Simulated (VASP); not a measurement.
# MoS2 (R3m) in VASP: notebook

Runs on MoS2. Level: PBE. Tasks: single point.

Program: VASP 6.6.1. These are calculated values, not measurements. Logs are shortened: lines on timing, memory, paths and dates and some standing lists are left out, and cuts for length are marked.

## (1) The cell of the first run

Symmetry: R3m, No. 160, trigonal system. Conventional cell: a = 3.160 Å, b = 3.160 Å, c = 18.450 Å, α = 90.00°, β = 90.00°, γ = 120.00°. Mo (site symmetry 3m) has 6 S at 2.39 Å and 6 Mo at 3.16 Å within 3.2 Å. S (site symmetry 3m) has 3 Mo at 2.39 Å and 7 S at 3.08 to 3.16 Å within 3.2 Å. Within 3.2 Å of S (site symmetry 3m) lie 3 Mo at 2.39 Å and 7 S at 3.08 to 3.16 Å.

## (2) Single point, PBE

File INCAR:

```
PREC     = Accurate       # precision mode
ENCUT    = 520            # plane-wave cutoff, eV
EDIFF    = 1E-6           # SCF threshold, eV
ISMEAR   = -1             # smearing method
SIGMA    = 0.1            # smearing width, eV
LREAL    = False          # projectors in reciprocal space
LASPH    = True           # aspherical terms in the spheres
NELM     = 80             # most SCF steps
ALGO     = Normal         # electronic algorithm
ISIF     = 2              # what is computed and relaxed
LWAVE    = False          # write WAVECAR
LCHARG   = False          # write CHGCAR
GGA      = PE             # functional
NBANDS   = 20             # bands
```

File KPOINTS:

```
regular mesh
0
Gamma
  11 11 11
```

File POSCAR:

```
MoS2
1.0
    1.5800000000      0.9122130000      6.1500000000
   -1.5800000000      0.9122130000      6.1500000000
    0.0000000000     -1.8244270000      6.1500000000
Mo S
1 2
Direct
    0.0000000000      0.0000000000      0.0000000000
    0.2500000000      0.2500000000      0.2500000000
    0.4170000000      0.4170000000      0.4170000000
```

Potentials or basis: VASP PAW PBE potentials, release 64 (Mo_sv, S).

Run with:

```console
cat potpaw_PBE.64/Mo_sv/POTCAR potpaw_PBE.64/S/POTCAR > POTCAR
mpirun -np 1 vasp_std > vasp.out
```

OUTCAR:

```text
PREC = Accurate
   ENCUT = 520
   EDIFF = 1E-6
   ISMEAR = -1
   LREAL = False
   LASPH = True
   NELM = 80
   ISIF = 2
   GGA = PE

 ion  position               nearest neighbor table
   1  0.000  0.000  0.000-   2 2.39   2 2.39   2 2.39   3 2.39   3 2.39   3 2.39
   2  0.250  0.250  0.250-   1 2.39   1 2.39   1 2.39
   3  0.417  0.417  0.417-   1 2.39   1 2.39   1 2.39

  LATTYP: Found a trigonal (rhomboedric) cell.
 ALAT       =     6.4149070576
 COS(alpha) =     0.8786713312

  Lattice vectors:

 A1 = (   1.5800000000,   0.9122130000,   6.1500000000)
 A2 = (  -1.5800000000,   0.9122130000,   6.1500000000)
 A3 = (   0.0000000000,  -1.8244270000,   6.1500000000)

Analysis of symmetry for initial positions (statically):
=====================================================================
 Subroutine PRICEL returns:
 Original cell was already a primitive cell.

 Routine SETGRP: Setting up the symmetry group for a
 trigonal (rhombohedral) supercell.

 Subroutine GETGRP returns: Found  6 space group operations
 (whereof  6 operations were pure point group operations)
 out of a pool of 12 trial point group operations.

The static configuration has the point symmetry C_3v.

Analysis of symmetry for dynamics (positions and initial velocities):
=====================================================================
 Subroutine PRICEL returns:
 Original cell was already a primitive cell.

 Routine SETGRP: Setting up the symmetry group for a
 trigonal (rhombohedral) supercell.

 Subroutine GETGRP returns: Found  6 space group operations
 (whereof  6 operations were pure point group operations)
 out of a pool of 12 trial point group operations.

The dynamic configuration has the point symmetry C_3v.

 Subroutine INISYM returns: Found  6 space group operations
 (whereof  6 operations are pure point group operations),
 and found     1 'primitive' translations

----------------------------------------------------------------------------------------

                                     Primitive cell

  volume of cell :      53.1839

  direct lattice vectors                    reciprocal lattice vectors
     1.580000000  0.912213000  6.150000000     0.316455696  0.182705800  0.054200552
    -1.580000000  0.912213000  6.150000000    -0.316455696  0.182705800  0.054200552
     0.000000000 -1.824427000  6.150000000     0.000000000 -0.365411600  0.054200522

  length of vectors
     6.414907058  6.414907058  6.414907161     0.369409416  0.369409416  0.369409439

  position of ions in fractional coordinates (direct lattice)
     0.000000000  0.000000000  0.000000000
     0.250000000  0.250000000  0.250000000
     0.417000000  0.417000000  0.417000000

  ion indices of the primitive-cell ions
   primitive index   ion index
                 1           1
                 2           2
                 3           3

----------------------------------------------------------------------------------------

 KPOINTS: regular mesh

Automatic generation of k-mesh.
 Grid dimensions read from file:
 generate k-points for:   11   11   11

 Generating k-lattice:

  Cartesian coordinates                     Fractional coordinates (reciprocal lattice)
     0.028768700  0.016609618  0.004927323     0.090909091 -0.000000000  0.000000000
    -0.028768700  0.016609618  0.004927323    -0.000000000  0.090909091  0.000000000
     0.000000000 -0.033219236  0.004927320     0.000000000  0.000000000  0.090909091

  Length of vectors
     0.033582674  0.033582674  0.033582676

  Shift w.r.t. Gamma in fractional coordinates (k-lattice)
     0.000000000  0.000000000  0.000000000

 Subroutine IBZKPT returns following result:
 ===========================================

 Found    146 irreducible k-points:

 Following reciprocal coordinates:
            Coordinates               Weight
  0.000000  0.000000  0.000000      1.000000
  0.090909  0.000000 -0.000000      6.000000
  0.181818  0.000000  0.000000      6.000000
  0.272727  0.000000 -0.000000      6.000000
  0.363636  0.000000  0.000000      6.000000
  0.454545  0.000000  0.000000      6.000000
[... 16 lines left out ...]
 -0.272727  0.181818  0.000000     12.000000
 -0.181818  0.181818  0.000000      6.000000
 [... further k-points ...]
   k-points           NKPTS =    146   k-points in BZ     NKDIM =    146   number of bands    NBANDS=     20
   number of dos      NEDOS =    301   number of ions     NIONS =      3
   total plane-waves  NPLWV = 110592
   dimension x,y,z NGX =    48 NGY =   48 NGZ =   48
   dimension x,y,z NGXF=    96 NGYF=   96 NGZF=   96
   ions per type =               1   2
   NGX,Y,Z   is equivalent  to a cutoff of  12.44, 12.44, 12.44 a.u.
   NGXF,Y,Z  is equivalent  to a cutoff of  24.88, 24.88, 24.88 a.u.
 SYSTEM =  unknown system
   PREC   = accura    normal or accurate (medium, high low for compatibility)
   ISTART =      0    job   : 0-new  1-cont  2-samecut
   ICHARG =      2    charge: 1-file 2-atom 10-const
   ISPIN  =      1    spin polarized calculation?
   LNONCOLLINEAR =      F non collinear calculations
   LSORBIT =      F    spin-orbit coupling
   LASPH  =      T    aspherical Exc in radial PAW
   ENCUT  =  520.0 eV  38.22 Ry    6.18 a.u.  11.93 11.93 11.93*2*pi/ulx,y,z
   NELM   =     80;   NELMIN=  2; NELMDL= -5     # of ELM steps
   EDIFF  = 0.1E-05   stopping-criterion for ELM
   LREAL  =      F    real-space projection
   EDIFFG = 0.1E-04   stopping-criterion for IOM
   NSW    =      0    number of steps for IOM
   IBRION =     -1    ionic relax: 0-MD 1-quasi-New 2-CG
   NFREE  =      0    steps in history (QN), initial steepest desc. (CG)
   ISIF   =      2    stress and relaxation
   ISYM   =      2    0-nonsym 1-usesym 2-fastsym
   POTIM  = 0.5000    time-step for ionic-motion
   TEBEG  =    0.0;   TEEND  =   0.0 temperature during run
   PSTRESS=    0.0 pullay stress
   NELECT =      26.0000    total number of electrons
   NUPDOWN=      -1.0000    fix difference up-down
   EMIN   =  10.00;   EMAX   =-10.00  energy-range for DOS
   EFERMI =   0.00;   METHOD = LEGACY
   ISMEAR =    -1;   SIGMA  =   0.10  broadening in eV -4-tet -1-fermi 0-gaus
   EFERMI_NEDOS =   21; number of points for ismear=-14 and -15
   IALGO  =     38    algorithm
   IMIX   =      4    mixing-type and parameters
     AMIX     =   0.40;   BMIX     =  1.00
     AMIX_MAG =   1.60;   BMIX_MAG =  1.00
  volume/ion in A,a.u.               =      17.73       119.63
  Fermi-wavevector in a.u.,A,eV,Ry     =   1.289652  2.437090 22.629253  1.663203
  Thomas-Fermi vector in A             =   2.421532
   LORBIT       =      0    0 simple, 1 ext, 2 COOP (PROOUT), +10 PAW based schemes
   GGA     = PE    functional components
   LHFCALC =     F    Hartree Fock is set to
   AEXX    =    0.0000 exact exchange contribution
   IVDW    =     0    specifies the selected vdW correction
   LEPSILON=     F    determine dielectric tensor
   LRPA    =     F    only Hartree local field effects (RPA)
 non-spin polarized calculation
  energy-cutoff  :      520.00
  volume of cell :       53.18
 maximum number of plane-waves:      1447
   NGX = 23   NGY = 23   NGZ = 23

 number of electron      25.9999998 magnetization

 Free energy of the ion-electron system (eV)
  ---------------------------------------------------
  ext. energy  EPLUGINS =         0.00000000
  ---------------------------------------------------
  free energy    TOTEN  =       -21.78967036 eV

  energy without entropy =      -21.78933998  energy(sigma->0) =      -21.78950517

 E-fermi :   8.0011     XC(G=0): -10.8262

 val. band max:        7.6468888740   @ k =   0.4545   0.4545   0.4545
 cond. band min:       8.5905612288   @ k =  -0.1818   0.1818   0.0000
 fundamental gap:      0.9436723547
 Fermi energy:         8.0010930558

 k-point     1 :       0.0000    0.0000    0.0000
  band No.  band energies     occupation
      1     -53.9098      2.00000
      2     -28.0757      2.00000
      3     -27.8481      2.00000
      4     -27.8481      2.00000
      5      -7.4611      2.00000
      6      -5.7413      2.00000
[... 12 lines left out ...]
     19      15.7986      0.00000
     20      16.1582      0.00000

 k-point     2 :       0.0909    0.0000   -0.0000
  band No.  band energies     occupation
      1     -53.9065      2.00000
      2     -28.0691      2.00000
      3     -27.8813      2.00000
      4     -27.8556      2.00000
      5      -7.3321      2.00000
      6      -5.7025      2.00000
[... 12 lines left out ...]
     19      16.1865      0.00000
     20      16.3662      0.00000

 k-point     3 :       0.1818    0.0000    0.0000
  band No.  band energies     occupation
      1     -53.8976      2.00000
      2     -28.0515      2.00000
      3     -27.9694      2.00000
      4     -27.8756      2.00000
      5      -6.9683      2.00000
      6      -5.5931      2.00000
[... 12 lines left out ...]
     19      16.2970      0.00000
     20      16.7772      0.00000

 k-point     4 :       0.2727    0.0000   -0.0000
  band No.  band energies     occupation
      1     -53.8860      2.00000
      2     -28.0829      2.00000
      3     -28.0284      2.00000
      4     -27.9018      2.00000
      5      -6.4412      2.00000
      6      -5.4361      2.00000
[... 12 lines left out ...]
     19      15.6955      0.00000
     20      16.2867      0.00000

 k-point     5 :       0.3636    0.0000    0.0000
  band No.  band energies     occupation
      1     -53.8753      2.00000
      2     -28.1856      2.00000
      3     -28.0070      2.00000
      4     -27.9257      2.00000
      5      -5.8824      2.00000
      6      -5.2759      2.00000
[... 12 lines left out ...]
     19      14.8324      0.00000
     20      15.3080      0.00000
[... 353 lines left out ...]
      6      -5.1125      2.00000
[... 12 lines left out ...]
     19      16.0708      0.00000
     20      16.4108      0.00000

 k-point    22 :      -0.3636    0.1818   -0.0000
  band No.  band energies     occupation
      1     -53.8660      2.00000
      2     -28.2103      2.00000
      3     -28.0121      2.00000
      4     -27.9885      2.00000
      5      -5.3350      2.00000
      6      -5.0972      2.00000
[... 12 lines left out ...]
     19      15.9242      0.00000
     20      16.5112      0.00000

 k-point    23 :      -0.2727    0.1818    0.0000
  band No.  band energies     occupation
      1     -53.8713      2.00000
      2     -28.1745      2.00000
      3     -27.9992      2.00000
      4     -27.9847      2.00000
      5      -5.6797      2.00000
      6      -5.1821      2.00000
[... 12 lines left out ...]
     19      15.7106      0.00000
     20      16.5527      0.00000

 k-point    24 :      -0.1818    0.1818    0.0000
  band No.  band energies     occupation
      1     -53.8804      2.00000
      2     -28.1112      2.00000
      3     -28.0172      2.00000
      4     -27.9412      2.00000
      5      -6.1767      2.00000
      6      -5.3292      2.00000
[... 12 lines left out ...]
     19      15.9342      0.00000
     20      16.7367      0.00000

 [... further k-points ...]
[... 5 lines left out ...]
  --------------------------------------------------------------------------------------
  -------------------------------------------------------------------------------------
  Total        1.4728618      1.4728615      2.2470376      0.0000000     -0.0000001      0.0000000
  in kB       44.3703354     44.3703264     67.6925788      0.0000000     -0.0000037      0.0000000
  external PRESSURE =      52.1444135 kB  Pullay stress =       0.0000000 kB

 VOLUME and BASIS-vectors are now :
 -----------------------------------------------------------------------------
  energy-cutoff  :      520.00
  volume of cell :       53.18
      direct lattice vectors                 reciprocal lattice vectors
     1.580000000  0.912213000  6.150000000     0.316455696  0.182705800  0.054200552
    -1.580000000  0.912213000  6.150000000    -0.316455696  0.182705800  0.054200552
     0.000000000 -1.824427000  6.150000000     0.000000000 -0.365411600  0.054200522

 POSITION                                       TOTAL-FORCE (eV/Angst)
 -----------------------------------------------------------------------------------
      0.00000      0.00000      0.00000         0.000000     -0.000000      0.086557
      0.00000     -0.00000      4.61250         0.000000      0.000000     -0.506122
      0.00000     -0.00000      7.69365         0.000000     -0.000000      0.419565
 -----------------------------------------------------------------------------------
    total drift:                                0.000000     -0.000003      0.000069

  FREE ENERGIE OF THE ION-ELECTRON SYSTEM (eV)
  ---------------------------------------------------
  free  energy   TOTEN  =       -21.7896703578 eV

  energy  without entropy=      -21.7893399800  energy(sigma->0) =      -21.78950517
```

Wall time 3.9 min (1 thread of AMD EPYC 9R45 (Zen 5), shared host); peak memory 0.37 GiB.

Results:

- Free energy: -21.7897 eV
- Pressure: 5.2 GPa
- Largest force: 0.506 eV/Å
- Band gap on the k mesh: 0.94 eV, indirect (least direct gap 1.90 eV)

Forces in eV/Å, atoms in the order of the input:
```
Mo   0.000  0.000  0.087
S    0.000  0.000 -0.506
S    0.000  0.000  0.420
```

Stress tensor (GPa, compression positive):
```
4.44 0.00 0.00
0.00 4.44 0.00
0.00 0.00 6.77
```

A k mesh can miss the band edges. A hybrid or GW would open this gap; PBE tends to underestimate it.

## (3) Single point, PBE

This run uses another cell than the first one, of 18.20 Å³/atom, 1.027 times its volume.

File INCAR:

```
ALGO = Normal ; EDIFF = 1E-6
ENCUT = 520 ; GGA = PE
ISIF = 2 ; ISMEAR = -1
LASPH = True ; LCHARG = False
LREAL = False ; LWAVE = False
NBANDS = 20 ; NELM = 60
PREC = Accurate ; SIGMA = 0.1
```

File KPOINTS:

```
k-points
0
Gamma
  11 11 11
```

File POSCAR:

```
MoS2
1.0
    1.5939214222      0.9202505331      6.2041878141
   -1.5939214222      0.9202505331      6.2041878141
    0.0000000000     -1.8405020750      6.2041878141
Mo S
1 2
Direct
    0.0000000000      0.0000000000      0.0000000000
    0.2500000000      0.2500000000      0.2500000000
    0.4170000000      0.4170000000      0.4170000000
```

Potentials or basis: VASP PAW PBE potentials, release 64 (Mo_sv, S).

Run with:

```console
cat potpaw_PBE.64/Mo_sv/POTCAR potpaw_PBE.64/S/POTCAR > POTCAR
mpirun -np 1 vasp_std > vasp.out
```

Run time: 5.3 min. Hardware: 1 thread of AMD EPYC 9R45 (Zen 5), shared host; peak memory 0.37 GiB.

It converged, with:

* Free energy: -21.8179 eV
* Pressure: 1.1 GPa
* Largest force: 0.082 eV/Å
* Band gap on the k mesh: 0.96 eV, indirect (least direct gap 1.83 eV)

Forces on the atoms (eV/Å):
```
Mo   0.000  0.000  0.082
S    0.000  0.000 -0.071
S    0.000  0.000 -0.010
```

Stress tensor (GPa, compression positive):
```
0.52 0.00 0.00
0.00 0.52 0.00
0.00 0.00 2.39
```

Levels at points of the mesh, in eV from the valence-band top:
| k point | band 10 | band 11 | band 12 | band 13 | band 14 | band 15 | band 16 | band 17 |
| --- | --- | --- | --- | --- | --- | --- | --- | --- |
| (0.00, 0.00, 0.00) | -2.25 | -2.25 | -1.23 | -1.07 | 2.01 | 2.01 | 2.38 | 2.38 |

## (4) Single point, PBE

This run uses another cell than the first one, of 18.67 Å³/atom, 1.053 times its volume.

File INCAR:

```
SYSTEM = MoS2
PREC = Accurate
ENCUT = 520
EDIFF = 1E-7
ISMEAR = -1
SIGMA = 0.1
LREAL = .False.
LASPH = .True.
NELM = 60
ALGO = Normal
ISIF = 2
LWAVE = .False.
LCHARG = .False.
GGA = PE
NBANDS = 20
```

File KPOINTS:

```
regular mesh
0
Gamma
  11 11 11
  0 0 0
```

File POSCAR:

```
MoS2
1.0
    1.6076038203      0.9281500657      6.2574452501
   -1.6076038203      0.9281500657      6.2574452501
    0.0000000000     -1.8563011488      6.2574452501
Mo S
1 2
Direct
    0.0000000000      0.0000000000      0.0000000000
    0.2500000000      0.2500000000      0.2500000000
    0.4170000000      0.4170000000      0.4170000000
```

Run with:

```console
cat potpaw_PBE.64/Mo_sv/POTCAR potpaw_PBE.64/S/POTCAR > POTCAR
mpirun -np 1 vasp_std > vasp.out
```

Wall time 6 min (1 thread of AMD EPYC 9R45 (Zen 5), shared host); peak memory 0.39 GiB.

The run converged. Its results:

| Item | Value |
| --- | --- |
| Free energy | -21.8125 eV |
| Pressure | -2.4 GPa |
| Largest force | 0.399 eV/Å |
| Band gap on the k mesh | 0.97 eV, indirect (least direct gap 1.76 eV) |

Forces in eV/Å, atoms in the order of the input:
```
Mo   0.000  0.000  0.077
S    0.000  0.000  0.322
S    0.000  0.000 -0.399
```

Stress tensor (GPa, compression positive):
```
-2.90  0.00  0.00
 0.00 -2.90  0.00
 0.00  0.00 -1.43
```

Levels at points of the mesh, in eV from the valence-band top:
```csv
k point,band 10,band 11,band 12,band 13,band 14,band 15,band 16,band 17
"(0.00, 0.00, 0.00)",-2.17,-2.17,-1.21,-0.99,1.97,1.97,2.31,2.31
```

A k mesh can miss the band edges. PBE gaps usually lie below the measured ones, often by a third to a half.

## (5) Single point, PBE

This run uses another cell than the first one, of 19.15 Å³/atom, 1.080 times its volume.

File INCAR:

```
PREC     = Accurate       # precision mode
ENCUT    = 520            # plane-wave cutoff, eV
EDIFF    = 1E-6           # SCF threshold, eV
ISMEAR   = -1             # smearing method
SIGMA    = 0.1            # smearing width, eV
LREAL    = F              # projectors in reciprocal space
LASPH    = T              # aspherical terms in the spheres
NELM     = 60             # most SCF steps
ALGO     = Normal         # electronic algorithm
ISIF     = 2              # what is computed and relaxed
LWAVE    = F              # write WAVECAR
LCHARG   = F              # write CHGCAR
GGA      = PE             # functional
NBANDS   = 20             # bands
```

File KPOINTS:

```
regular mesh
0
Gamma
  11 11 11
```

File POSCAR:

```
MoS2
1.0
    1.6210571974      0.9359173729      6.3098112432
   -1.6210571974      0.9359173729      6.3098112432
    0.0000000000     -1.8718357719      6.3098112432
Mo S
1 2
Direct
    0.0000000000      0.0000000000      0.0000000000
    0.2500000000      0.2500000000      0.2500000000
    0.4170000000      0.4170000000      0.4170000000
```

Run with:

```console
cat potpaw_PBE.64/Mo_sv/POTCAR potpaw_PBE.64/S/POTCAR > POTCAR
mpirun -np 1 vasp_std > vasp.out
```

Wall time 4.7 min (1 thread of AMD EPYC 9R45 (Zen 5), shared host); peak memory 0.4 GiB.

It converged, with:

```
Free energy            : -21.7778 eV
Pressure               : -5.5 GPa
Largest force          : 0.751 eV/Å
Band gap on the k mesh : 0.98 eV, indirect (least direct gap 1.70 eV)
```

Forces in eV/Å, atoms in the order of the input:
```
Mo   0.000  0.000  0.073
S    0.000  0.000  0.678
S    0.000  0.000 -0.751
```

Stress tensor (GPa, compression positive):
```
-5.84  0.00  0.00
 0.00 -5.84  0.00
 0.00  0.00 -4.75
```

Levels at points of the mesh, in eV from the valence-band top:
| k point | band 9 | band 10 | band 11 | band 12 | band 13 | band 14 | band 15 | band 16 | band 17 | band 18 |
| --- | --- | --- | --- | --- | --- | --- | --- | --- | --- | --- |
| (0.00, 0.00, 0.00) | -3.11 | -2.10 | -2.10 | -1.18 | -0.92 | 1.94 | 1.94 | 2.24 | 2.24 | 5.21 |

A k mesh can miss the band edges. Expect the measured gap to be larger: semilocal functionals such as PBE lack the derivative discontinuity.

## (6) Overview

| cell | gap on the mesh (eV) | pressure (GPa) | largest force (eV/Å) |
| --- | --- | --- | --- |
| a = 6.415 Å, angles 28.5°, 3 atoms | 0.94 | 5.2 | 0.51 |
| a = 6.471 Å, angles 28.5°, 3 atoms | 0.96 | 1.1 | 0.08 |
| a = 6.527 Å, angles 28.5°, 3 atoms | 0.97 | -2.4 | 0.40 |
| a = 6.582 Å, angles 28.5°, 3 atoms | 0.98 | -5.5 | 0.75 |

Alike in all rows: task single point; level PBE; potentials or basis VASP PAW PBE potentials, release 64 (Mo_sv, S); no spin polarisation; k mesh 11 × 11 × 11; cutoff (eV) 520; smearing fermi-dirac 0.1 eV.

Total energies depend on the potentials used, so only differences within one code and one set of settings carry meaning.
